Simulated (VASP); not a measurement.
# KI (I4/mmm) in VASP: a series of runs, part 2 of 2

VASP 6.6.1. Earlier steps stand in the parts before.

### Step 3. Single point, r2SCAN

This run uses another cell than the first one, of the same volume but with other edges.

The input, POSCAR:

```
KI
1.0
    0.0000000000      3.3167285356      3.9800742427
    3.3167285356      0.0000000000      3.9800742427
    3.3167285356      3.3167285356      0.0000000000
K I
1 1
Direct
    0.0000000000      0.0000000000      0.0000000000
    0.5000000000      0.5000000000      0.5000000000
```

The input, INCAR.step1:

```
PREC     = Accurate       # precision mode
ENCUT    = 520            # plane-wave cutoff, eV
ISMEAR   = 0              # smearing method
SIGMA    = 0.05           # smearing width, eV
LREAL    = False          # projectors in reciprocal space
LASPH    = True           # aspherical terms in the spheres
NELM     = 100            # most SCF steps
NBANDS   = 15             # bands
GGA      = PE             # functional
ALGO     = Normal         # electronic algorithm
EDIFF    = 1E-4           # SCF threshold, eV
LWAVE    = True           # write WAVECAR
LCHARG   = False          # write CHGCAR
```

The input, INCAR.step2:

```
PREC     = Accurate       # precision mode
ENCUT    = 520            # plane-wave cutoff, eV
EDIFF    = 1E-6           # SCF threshold, eV
ISMEAR   = 0              # smearing method
SIGMA    = 0.05           # smearing width, eV
LREAL    = False          # projectors in reciprocal space
LASPH    = True           # aspherical terms in the spheres
NELM     = 100            # most SCF steps
ALGO     = Normal         # electronic algorithm
ISIF     = 2              # what is computed and relaxed
LWAVE    = False          # write WAVECAR
LCHARG   = True           # write CHGCAR
METAGGA  = R2SCAN         # meta-GGA
LMIXTAU  = True         
LELF     = True           # ELF
LVHAR    = True         
NBANDS   = 15             # bands
ISTART   = 1
```

The input, KPOINTS:

```
regular mesh
0
Gamma
  6 6 6
```

Potentials or basis: VASP PAW PBE potentials, release 64 (K_sv, I).

Started as:

```bash
$ cat potpaw_PBE.64/K_sv/POTCAR potpaw_PBE.64/I/POTCAR > POTCAR
$ cp INCAR.step1 INCAR
$ mpirun -np 1 vasp_std > vasp.out
$ cp INCAR.step2 INCAR
$ mpirun -np 1 vasp_std > vasp.out
```

Wall time 1.9 min (1 thread of Intel Xeon Platinum 8559C (Emerald Rapids), shared host); peak memory 0.26 GiB.

Results (log left out):

| Item | Value |
| --- | --- |
| Free energy | -33.8299 eV |
| Pressure | 1.5 GPa |
| Band gap on the k mesh | 4.50 eV, direct |

Stress tensor (GPa, compression positive):
```
 2.92  0.00  0.00
 0.00  2.92  0.00
 0.00  0.00 -1.45
```

Levels at points of the mesh, in eV from the valence-band top:
```tsv
k point	band 4	band 5	band 6	band 7	band 8	band 9	band 10	band 11	band 12	band 13
(0.00, 0.00, 0.00)	-12.35	-10.91	-0.12	0.00	0.00	4.50	6.35	7.44	7.44	7.71
(0.50, 0.00, 0.00)	-12.34	-10.49	-1.44	-0.47	-0.37	5.93	8.16	8.36	9.46	9.49
(0.50, 0.50, 0.00)	-12.36	-10.80	-1.14	-0.21	-0.21	5.42	6.69	8.60	8.82	9.66
(0.50, 0.00, 0.50)	-12.38	-10.72	-1.00	-0.61	-0.38	5.32	6.56	8.91	9.15	9.51
```

Caveat: the PAW data sets were made with another functional, which shifts forces and pressure a little; spin-orbit coupling is left out, which moves the levels of the heavy elements.

### Step 4. Single point, r2SCAN

This run uses another cell than the first one, of the same volume but with other edges.

The input, POSCAR:

```
KI
1.0
    0.0000000000      3.6238849398      3.3339741447
    3.6238849398      0.0000000000      3.3339741447
    3.6238849398      3.6238849398      0.0000000000
K I
1 1
Direct
    0.0000000000      0.0000000000      0.0000000000
    0.5000000000      0.5000000000      0.5000000000
```

The input, INCAR.step1:

```
SYSTEM = KI
  ALGO = Normal
  EDIFF = 1E-4
  ENCUT = 520
  GGA = PE
  ISMEAR = 0
  LASPH = .TRUE.
  LCHARG = .FALSE.
  LREAL = .FALSE.
  LWAVE = .TRUE.
  NBANDS = 15
  NELM = 80
  PREC = Accurate
  SIGMA = 0.05
```

The input, INCAR.step2:

```
SYSTEM = KI
  ALGO = Normal
  EDIFF = 1E-6
  ENCUT = 520
  ISIF = 2
  ISMEAR = 0
  ISTART = 1
  LASPH = .TRUE.
  LCHARG = .FALSE.
  LMIXTAU = .TRUE.
  LREAL = .FALSE.
  LWAVE = .FALSE.
  METAGGA = R2SCAN
  NBANDS = 15
  NELM = 80
  PREC = Accurate
  SIGMA = 0.05
```

The input, KPOINTS:

```
k-points
0
G
  6 6 6
  0 0 0
```

Started as:

```bash
$ cat potpaw_PBE.64/K_sv/POTCAR potpaw_PBE.64/I/POTCAR > POTCAR
$ cp INCAR.step1 INCAR
$ mpirun -np 1 vasp_std > vasp.out
$ cp INCAR.step2 INCAR
$ mpirun -np 1 vasp_std > vasp.out
```

Wall time 2.1 min (1 thread of Intel Xeon Platinum 8559C (Emerald Rapids), shared host); peak memory 0.27 GiB.

It converged, with:

| Item | Value |
| --- | --- |
| Free energy | -33.9401 eV |
| Pressure | 0.5 GPa |
| Band gap on the k mesh | 4.58 eV, direct |

Stress tensor (GPa, compression positive):
```
-0.45  0.00  0.00
 0.00 -0.45  0.00
 0.00  0.00  2.55
```

Levels at points of the mesh, in eV from the valence-band top:
```tsv
k point	band 5	band 6	band 7	band 8	band 9	band 10	band 11	band 12
(0.00, 0.00, 0.00)	-10.86	-0.03	-0.03	0.00	4.58	6.87	6.87	7.37
(0.50, 0.00, 0.00)	-10.53	-1.37	-0.39	-0.36	5.99	8.30	8.45	9.16
(0.50, 0.50, 0.00)	-10.68	-0.97	-0.50	-0.50	5.27	6.53	8.97	9.63
(0.50, 0.00, 0.50)	-10.71	-1.09	-0.38	-0.31	5.38	6.50	8.75	9.32
```

Caveat: the PAW data sets were made with another functional, which shifts forces and pressure a little; spin-orbit coupling is left out, which moves the levels of the heavy elements.

### Step 5. Single point, r2SCAN

This run uses another cell than the first one, of the same volume but with other edges.

The input, POSCAR:

```
KI
1.0
    0.0000000000      3.4143348760      3.7557683636
    3.4143348760      0.0000000000      3.7557683636
    3.4143348760      3.4143348760      0.0000000000
K I
1 1
Direct
    0.0000000000      0.0000000000      0.0000000000
    0.5000000000      0.5000000000      0.5000000000
```

The input, INCAR.step1:

```
  ALGO = Normal
  EDIFF = 1E-4
  ENCUT = 520
  GGA = PE
  ISMEAR = 0
  LASPH = True
  LCHARG = False
  LREAL = False
  LWAVE = True
  NBANDS = 15
  NELM = 80
  PREC = Accurate
  SIGMA = 0.05
```

The input, INCAR.step2:

```
  ALGO = Normal
  EDIFF = 1E-6
  ENCUT = 520
  ISIF = 2
  ISMEAR = 0
  ISTART = 1
  LASPH = True
  LCHARG = False
  LMIXTAU = True
  LREAL = False
  LWAVE = False
  METAGGA = R2SCAN
  NBANDS = 15
  NELM = 80
  PREC = Accurate
  SIGMA = 0.05
```

The input, KPOINTS:

```
k-points
0
Gamma
  6 6 6
```

Started as:

```bash
$ cat potpaw_PBE.64/K_sv/POTCAR potpaw_PBE.64/I/POTCAR > POTCAR
$ cp INCAR.step1 INCAR
$ mpirun -np 1 vasp_std > vasp.out
$ cp INCAR.step2 INCAR
$ mpirun -np 1 vasp_std > vasp.out
```

Run time: 97 s. Hardware: 1 thread of Intel Xeon Platinum 8559C (Emerald Rapids), shared host; peak memory 0.26 GiB.

Results (log left out):

```yaml
Free_energy: -33.9383 eV
Pressure: 0.6 GPa
Band_gap_on_the_k_mesh: 4.58 eV, direct
```

Stress tensor (GPa, compression positive):
```
 1.41  0.00  0.00
 0.00  1.41  0.00
 0.00  0.00 -1.05
```

Levels at points of the mesh, in eV from the valence-band top:
```
           k point  band 6  band 7  band 8  band 9  band 10  band 11
(0.00, 0.00, 0.00)   -0.04    0.00    0.00    4.58     6.67     7.24
(0.50, 0.00, 0.00)   -1.37   -0.39   -0.34    6.00     8.30     8.49
(0.50, 0.50, 0.00)   -1.10   -0.29   -0.29    5.41     6.56     8.70
(0.50, 0.00, 0.50)   -1.01   -0.50   -0.38    5.33     6.52     8.89
```

Caveat: the PAW data sets were made with another functional, which shifts forces and pressure a little; spin-orbit coupling is left out, which moves the levels of the heavy elements.

### Step 6. Single point, r2SCAN

This run uses another cell than the first one, of the same volume but with other edges.

The input, POSCAR:

```
KI
1.0
    0.0000000000      4.0687957612      2.6447172448
    4.0687957612      0.0000000000      2.6447172448
    4.0687957612      4.0687957612      0.0000000000
K I
1 1
Direct
    0.0000000000      0.0000000000      0.0000000000
    0.5000000000      0.5000000000      0.5000000000
```

The input, INCAR.step1:

```
SYSTEM = KI
PREC = Accurate
ENCUT = 520
ISMEAR = 0
SIGMA = 0.05
LREAL = .FALSE.
LASPH = .TRUE.
NELM = 100
NBANDS = 15
GGA = PE
ALGO = Normal
EDIFF = 1E-4
LWAVE = .TRUE.
LCHARG = .FALSE.
```

The input, INCAR.step2:

```
SYSTEM = KI
PREC = Accurate
ENCUT = 520
EDIFF = 1E-6
ISMEAR = 0
SIGMA = 0.05
LREAL = .FALSE.
LASPH = .TRUE.
NELM = 100
ALGO = Normal
ISIF = 2
LWAVE = .FALSE.
LCHARG = .TRUE.
METAGGA = R2SCAN
LMIXTAU = .TRUE.
LELF = .TRUE.
LVHAR = .TRUE.
NBANDS = 15
ISTART = 1
```

The input, KPOINTS:

```
regular mesh
0
G
  6 6 6
  0 0 0
```

Potentials or basis: VASP PAW PBE potentials, release 64 (K_sv, I).

Started as:

```bash
$ cat potpaw_PBE.64/K_sv/POTCAR potpaw_PBE.64/I/POTCAR > POTCAR
$ cp INCAR.step1 INCAR
$ mpirun -np 1 vasp_std > vasp.out
$ cp INCAR.step2 INCAR
$ mpirun -np 1 vasp_std > vasp.out
```

It took 100 s on 1 thread of Intel Xeon Platinum 8559C (Emerald Rapids), shared host; peak memory 0.27 GiB.

It converged, with:

```yaml
Free_energy: -31.7723 eV
Pressure: 12.2 GPa
Band_gap_on_the_k_mesh: 2.88 eV, direct
```

Stress tensor (GPa, compression positive):
```
-1.37  0.00  0.00
 0.00 -1.37  0.00
 0.00  0.00 39.32
```

Levels at points of the mesh, in eV from the valence-band top:
```csv
k point,band 6,band 7,band 8,band 9,band 10,band 11
"(0.00, 0.00, 0.00)",-1.22,-1.22,0.00,2.88,5.49,5.49
"(0.50, 0.00, 0.00)",-2.55,-1.82,-1.73,4.82,6.43,6.60
"(0.50, 0.50, 0.00)",-1.91,-1.91,-0.59,3.82,6.72,7.45
"(0.50, 0.00, 0.50)",-2.28,-1.22,-0.26,4.78,4.91,7.15
```

Caveat: the PAW data sets were made with another functional, which shifts forces and pressure a little; spin-orbit coupling is left out, which moves the levels of the heavy elements. A k mesh can miss the band edges.

### Step 7. The runs side by side

```tsv
cell	gap on the mesh (eV)	pressure (GPa)
a = 4.845, b = 4.845, c = 5.595 Å, angles 54.7, 54.7, 70.5°, 2 atoms	3.63	7.3
a = 5.181, b = 5.181, c = 4.691 Å, angles 63.1, 63.1, 53.8°, 2 atoms	4.50	1.5
a = 4.924, b = 4.924, c = 5.125 Å, angles 58.6, 58.6, 62.7°, 2 atoms	4.58	0.5
a = 5.076, b = 5.076, c = 4.829 Å, angles 61.6, 61.6, 56.8°, 2 atoms	4.58	0.6
a = 4.853, b = 4.853, c = 5.754 Å, angles 53.6, 53.6, 72.7°, 2 atoms	2.88	12.2
```

Alike in all rows: task single point; level r2SCAN; potentials or basis VASP PAW PBE potentials, release 64 (K_sv, I); no spin polarisation; k mesh 6 × 6 × 6; cutoff (eV) 520; smearing gaussian 0.05 eV.

Caveats: the PAW data sets were made with another functional, which shifts forces and pressure a little; spin-orbit coupling is left out, which moves the levels of the heavy elements.

Absolute energies hang on the potentials; compare differences alone.
